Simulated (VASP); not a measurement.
# MgO (Periclase) (Fm-3m) in VASP: single point with r2SCAN

Aim: the single point of MgO (Periclase) with r2SCAN.

All numbers are computed with VASP 6.6.1; they aren't measurements. Logs are shortened: lines on timing, memory, paths and dates and some standing lists are left out, and cuts for length are marked.

**What was measured.**

“Electronic structure of alkaline earth and post-transition metal oxides”, 2009, arxiv:0908.1581 quotes, for a bulk crystal of MgO: band gap 7.83 eV.

The results are compared with them further down.

## 1. The cell of the first run

It takes space group Fm-3m (No. 225, cubic). Conventional cell: a = 4.217 Å, b = 4.217 Å, c = 4.217 Å, α = 90.00°, β = 90.00°, γ = 90.00°. Mg (site symmetry m-3m) has 6 O at 2.11 Å within 2.8 Å. O (site symmetry m-3m) has 6 Mg at 2.11 Å within 2.8 Å.

## 2. Single point, r2SCAN

File POSCAR:

```
MgO
1.0
    0.0000000000      2.1085000000      2.1085000000
    2.1085000000      0.0000000000      2.1085000000
    2.1085000000      2.1085000000      0.0000000000
Mg O
1 1
Direct
    0.0000000000      0.0000000000      0.0000000000
    0.5000000000      0.5000000000      0.5000000000
```

File INCAR.step1:

```
PREC = Accurate
ENCUT = 660
ISMEAR = -1
SIGMA = 0.01
LREAL = False
LASPH = True
NELM = 120
NBANDS = 11
GGA = PE
ALGO = Normal
EDIFF = 1E-5
LWAVE = True
LCHARG = False
GGA_COMPAT = False
```

File INCAR.step2:

```
PREC = Accurate
ENCUT = 660
EDIFF = 1E-6
ISMEAR = -1
SIGMA = 0.01
LREAL = False
LASPH = True
NELM = 120
ALGO = Normal
ISIF = 2
LWAVE = False
LCHARG = True
METAGGA = R2SCAN
LMIXTAU = True
LELF = True
LVHAR = True
NBANDS = 11
ISTART = 1
GGA_COMPAT = False
```

File KPOINTS:

```
regular mesh
0
Gamma
  7 7 7
```

Potentials or basis: VASP PAW PBE potentials, release 64 (Mg, O).

The run is started by

```
cat potpaw_PBE.64/Mg/POTCAR potpaw_PBE.64/O/POTCAR > POTCAR
cp INCAR.step1 INCAR
mpirun -np 1 vasp_std > vasp.out
cp INCAR.step2 INCAR
mpirun -np 1 vasp_std > vasp.out
```

OUTCAR:

```text
PREC = Accurate
   ENCUT = 660
   EDIFF = 1E-6
   ISMEAR = -1
   LREAL = False
   LASPH = True
   NELM = 120
   ISIF = 2
   METAGGA = R2SCAN
   ISTART = 1

 ion  position               nearest neighbor table
   1  0.000  0.000  0.000-   2 2.11   2 2.11   2 2.11   2 2.11   2 2.11   2 2.11
   2  0.500  0.500  0.500-   1 2.11   1 2.11   1 2.11   1 2.11   1 2.11   1 2.11

  LATTYP: Found a face centered cubic cell.
 ALAT       =     4.2170000000

  Lattice vectors:

 A1 = (   0.0000000000,   2.1085000000,   2.1085000000)
 A2 = (   2.1085000000,   0.0000000000,   2.1085000000)
 A3 = (   2.1085000000,   2.1085000000,   0.0000000000)

Analysis of symmetry for initial positions (statically):
=====================================================================
 Subroutine PRICEL returns:
 Original cell was already a primitive cell.

 Routine SETGRP: Setting up the symmetry group for a
 face centered cubic supercell.

 Subroutine GETGRP returns: Found 48 space group operations
 (whereof 48 operations were pure point group operations)
 out of a pool of 48 trial point group operations.

The static configuration has the point symmetry O_h .

Analysis of symmetry for dynamics (positions and initial velocities):
=====================================================================
 Subroutine PRICEL returns:
 Original cell was already a primitive cell.

 Routine SETGRP: Setting up the symmetry group for a
 face centered cubic supercell.

 Subroutine GETGRP returns: Found 48 space group operations
 (whereof 48 operations were pure point group operations)
 out of a pool of 48 trial point group operations.

The dynamic configuration has the point symmetry O_h .

 Subroutine INISYM returns: Found 48 space group operations
 (whereof 48 operations are pure point group operations),
 and found     1 'primitive' translations

----------------------------------------------------------------------------------------

                                     Primitive cell

  volume of cell :      18.7478

  direct lattice vectors                    reciprocal lattice vectors
     0.000000000  2.108500000  2.108500000    -0.237135404  0.237135404  0.237135404
     2.108500000  0.000000000  2.108500000     0.237135404 -0.237135404  0.237135404
     2.108500000  2.108500000  0.000000000     0.237135404  0.237135404 -0.237135404

  length of vectors
     2.981869296  2.981869296  2.981869296     0.410730569  0.410730569  0.410730569

  position of ions in fractional coordinates (direct lattice)
     0.000000000  0.000000000  0.000000000
     0.500000000  0.500000000  0.500000000

  ion indices of the primitive-cell ions
   primitive index   ion index
                 1           1
                 2           2

----------------------------------------------------------------------------------------

 KPOINTS: regular mesh

Automatic generation of k-mesh.
 Grid dimensions read from file:
 generate k-points for:    7    7    7

 Generating k-lattice:

  Cartesian coordinates                     Fractional coordinates (reciprocal lattice)
    -0.033876486  0.033876486  0.033876486     0.142857143  0.000000000  0.000000000
     0.033876486 -0.033876486  0.033876486     0.000000000  0.142857143  0.000000000
     0.033876486  0.033876486 -0.033876486     0.000000000  0.000000000  0.142857143

  Length of vectors
     0.058675796  0.058675796  0.058675796

  Shift w.r.t. Gamma in fractional coordinates (k-lattice)
     0.000000000  0.000000000  0.000000000

 Subroutine IBZKPT returns following result:
 ===========================================

 Found     20 irreducible k-points:

 Following reciprocal coordinates:
            Coordinates               Weight
  0.000000  0.000000  0.000000      1.000000
  0.142857  0.000000  0.000000      8.000000
  0.285714  0.000000  0.000000      8.000000
  0.428571  0.000000  0.000000      8.000000
  0.142857  0.142857  0.000000      6.000000
  0.285714  0.142857  0.000000     24.000000
[... 12 lines left out ...]
 -0.428571  0.428571  0.142857     24.000000
 -0.285714  0.428571  0.142857     24.000000
   k-points           NKPTS =     20   k-points in BZ     NKDIM =     20   number of bands    NBANDS=     11
   number of dos      NEDOS =    301   number of ions     NIONS =      2
   total plane-waves  NPLWV =  21952
   dimension x,y,z NGX =    28 NGY =   28 NGZ =   28
   dimension x,y,z NGXF=    56 NGYF=   56 NGZF=   56
   ions per type =               1   1
   NGX,Y,Z   is equivalent  to a cutoff of  15.61, 15.61, 15.61 a.u.
   NGXF,Y,Z  is equivalent  to a cutoff of  31.22, 31.22, 31.22 a.u.
 SYSTEM =  unknown system
   PREC   = accura    normal or accurate (medium, high low for compatibility)
   ISTART =      1    job   : 0-new  1-cont  2-samecut
   ICHARG =      0    charge: 1-file 2-atom 10-const
   ISPIN  =      1    spin polarized calculation?
   LNONCOLLINEAR =      F non collinear calculations
   LSORBIT =      F    spin-orbit coupling
   LASPH  =      T    aspherical Exc in radial PAW
   ENCUT  =  660.0 eV  48.51 Ry    6.96 a.u.   6.25  6.25  6.25*2*pi/ulx,y,z
   NELM   =    120;   NELMIN=  2; NELMDL=  0     # of ELM steps
   EDIFF  = 0.1E-05   stopping-criterion for ELM
   LREAL  =      F    real-space projection
   EDIFFG = 0.1E-04   stopping-criterion for IOM
   NSW    =      0    number of steps for IOM
   IBRION =     -1    ionic relax: 0-MD 1-quasi-New 2-CG
   NFREE  =      0    steps in history (QN), initial steepest desc. (CG)
   ISIF   =      2    stress and relaxation
   ISYM   =      2    0-nonsym 1-usesym 2-fastsym
   POTIM  = 0.5000    time-step for ionic-motion
   TEBEG  =    0.0;   TEEND  =   0.0 temperature during run
   PSTRESS=    0.0 pullay stress
   NELECT =       8.0000    total number of electrons
   NUPDOWN=      -1.0000    fix difference up-down
   EMIN   =  10.00;   EMAX   =-10.00  energy-range for DOS
   EFERMI =   0.00;   METHOD = LEGACY
   ISMEAR =    -1;   SIGMA  =   0.01  broadening in eV -4-tet -1-fermi 0-gaus
   EFERMI_NEDOS =   21; number of points for ismear=-14 and -15
   IALGO  =     38    algorithm
   IMIX   =      4    mixing-type and parameters
     AMIX     =   0.40;   BMIX     =  1.00
     AMIX_MAG =   1.60;   BMIX_MAG =  1.00
  volume/ion in A,a.u.               =       9.37        63.26
  Fermi-wavevector in a.u.,A,eV,Ry     =   1.232503  2.329092 20.668107  1.519063
  Thomas-Fermi vector in A             =   2.367270
   LORBIT       =      0    0 simple, 1 ext, 2 COOP (PROOUT), +10 PAW based schemes
   METAGGA = R2SCAN    functional components
   LHFCALC =     F    Hartree Fock is set to
   AEXX    =    0.0000 exact exchange contribution
   IVDW    =     0    specifies the selected vdW correction
   LEPSILON=     F    determine dielectric tensor
   LRPA    =     F    only Hartree local field effects (RPA)
 non-spin polarized calculation
  energy-cutoff  :      660.00
  volume of cell :       18.75
 maximum number of plane-waves:       728
 NGX is ok and might be reduce to    28
   NGX = 13   NGY = 13   NGZ = 13

 number of electron       7.9999999 magnetization

 Free energy of the ion-electron system (eV)
  ---------------------------------------------------
  ext. energy  EPLUGINS =         0.00000000
  ---------------------------------------------------
  free energy    TOTEN  =       -16.16557749 eV

  energy without entropy =      -16.16557749  energy(sigma->0) =      -16.16557749

 E-fermi :   3.0124     XC(G=0): -11.5741

 val. band max:        2.7470932894   @ k =   0.0000   0.0000   0.0000
 cond. band min:       8.3202693184   @ k =   0.0000   0.0000   0.0000
 fundamental gap:      5.5731760290
 Fermi energy:         3.0123597800

 k-point     1 :       0.0000    0.0000    0.0000
  band No.  band energies     occupation
      1     -15.4330      2.00000
      2       2.7471      2.00000
      3       2.7471      2.00000
      4       2.7471      2.00000
      5       8.3203      0.00000
      6      19.5655      0.00000
      7      19.5655      0.00000
      8      19.5655      0.00000
      9      23.7027      0.00000
     10      25.4648      0.00000
     11      25.4648      0.00000

 k-point     2 :       0.1429    0.0000    0.0000
  band No.  band energies     occupation
      1     -15.2273      2.00000
      2       1.5936      2.00000
      3       2.6125      2.00000
      4       2.6125      2.00000
      5       9.4387      0.00000
      6      17.6021      0.00000
      7      20.0374      0.00000
      8      20.0374      0.00000
      9      24.3449      0.00000
     10      24.3449      0.00000
     11      26.2067      0.00000

 k-point     3 :       0.2857    0.0000    0.0000
  band No.  band energies     occupation
      1     -14.7237      2.00000
      2      -0.3446      2.00000
      3       2.3257      2.00000
      4       2.3257      2.00000
      5      11.0138      0.00000
      6      16.1907      0.00000
      7      20.4791      0.00000
      8      20.4791      0.00000
      9      24.3742      0.00000
     10      24.3742      0.00000
     11      25.9251      0.00000

 k-point     4 :       0.4286    0.0000    0.0000
  band No.  band energies     occupation
      1     -14.2666      2.00000
      2      -1.6614      2.00000
      3       2.1096      2.00000
      4       2.1096      2.00000
      5      11.5086      0.00000
      6      16.3992      0.00000
      7      20.1970      0.00000
      8      20.1970      0.00000
      9      25.1724      0.00000
     10      26.2282      0.00000
     11      26.2282      0.00000
[... 183 lines left out ...]
 k-point    18 :      -0.4286    0.2857    0.1429
  band No.  band energies     occupation
      1     -14.0659      2.00000
      2      -1.0007      2.00000
      3       0.6607      2.00000
      4       1.6826      2.00000
      5      13.7113      0.00000
      6      15.6394      0.00000
      7      17.1511      0.00000
      8      20.8424      0.00000
      9      24.2335      0.00000
     10      26.2788      0.00000
     11      31.2810      0.00000

 k-point    19 :      -0.4286    0.4286    0.1429
  band No.  band energies     occupation
      1     -13.9750      2.00000
      2      -0.9327      2.00000
      3       0.7724      2.00000
      4       1.2590      2.00000
      5      14.0452      0.00000
      6      14.7094      0.00000
      7      16.5913      0.00000
      8      21.0577      0.00000
      9      23.7618      0.00000
     10      28.7900      0.00000
     11      31.1485      0.00000

 k-point    20 :      -0.2857    0.4286    0.1429
  band No.  band energies     occupation
      1     -13.9207      2.00000
      2      -0.3952      2.00000
      3      -0.1829      2.00000
      4       1.2822      2.00000
      5      14.6653      0.00000
      6      15.8461      0.00000
      7      16.0868      0.00000
      8      20.0526      0.00000
      9      24.6322      0.00000
     10      26.9170      0.00000
     11      31.0451      0.00000

------------------------ aborting loop because EDIFF is reached ----------------------------------------

  FORCE on cell =-STRESS in cart. coord.  units (eV):
  Direction    XX          YY          ZZ          XY          YZ          ZX
  --------------------------------------------------------------------------------------
  -------------------------------------------------------------------------------------
  Total       -0.3401228     -0.3401228     -0.3401228      0.0000000      0.0000000     -0.0000000
  in kB      -29.0666894    -29.0666894    -29.0666894      0.0000000      0.0000000     -0.0000000
  external PRESSURE =     -29.0666894 kB  Pullay stress =       0.0000000 kB

 VOLUME and BASIS-vectors are now :
 -----------------------------------------------------------------------------
  energy-cutoff  :      660.00
  volume of cell :       18.75
      direct lattice vectors                 reciprocal lattice vectors
     0.000000000  2.108500000  2.108500000    -0.237135404  0.237135404  0.237135404
     2.108500000  0.000000000  2.108500000     0.237135404 -0.237135404  0.237135404
     2.108500000  2.108500000  0.000000000     0.237135404  0.237135404 -0.237135404

 POSITION                                       TOTAL-FORCE (eV/Angst)
 -----------------------------------------------------------------------------------
      0.00000      0.00000      0.00000        -0.000000     -0.000000     -0.000000
      2.10850      2.10850      2.10850         0.000000      0.000000      0.000000
 -----------------------------------------------------------------------------------
    total drift:                                0.000000      0.000000      0.000000

  FREE ENERGIE OF THE ION-ELECTRON SYSTEM (eV)
  ---------------------------------------------------
  free  energy   TOTEN  =       -16.1655774909 eV

  energy  without entropy=      -16.1655774909  energy(sigma->0) =      -16.16557749
```

It took 19 s on 1 thread of Intel Xeon 6975P-C (Granite Rapids), shared host; peak memory 0.16 GiB.

Results:

```
Free energy            : -16.1656 eV
Pressure               : -2.9 GPa
Band gap on the k mesh : 5.57 eV, direct
```

Levels at points of the mesh, in eV from the valence-band top:
```
           k point  band 2  band 3  band 4  band 5  band 6  band 7
(0.00, 0.00, 0.00)    0.00    0.00    0.00    5.57   16.82   16.82
```

Caveat: the PAW data sets were made with another functional, which shifts forces and pressure a little.

## 3. Against experiment

Step 2. Against the measured gap of MgO, 7.83 eV (quoted in “Electronic structure of alkaline earth and post-transition metal oxides”, 2009, arxiv:0908.1581), the calculated 5.57 eV is off by -2.26 eV. The value is that of r2SCAN, without temperature or zero-point motion.
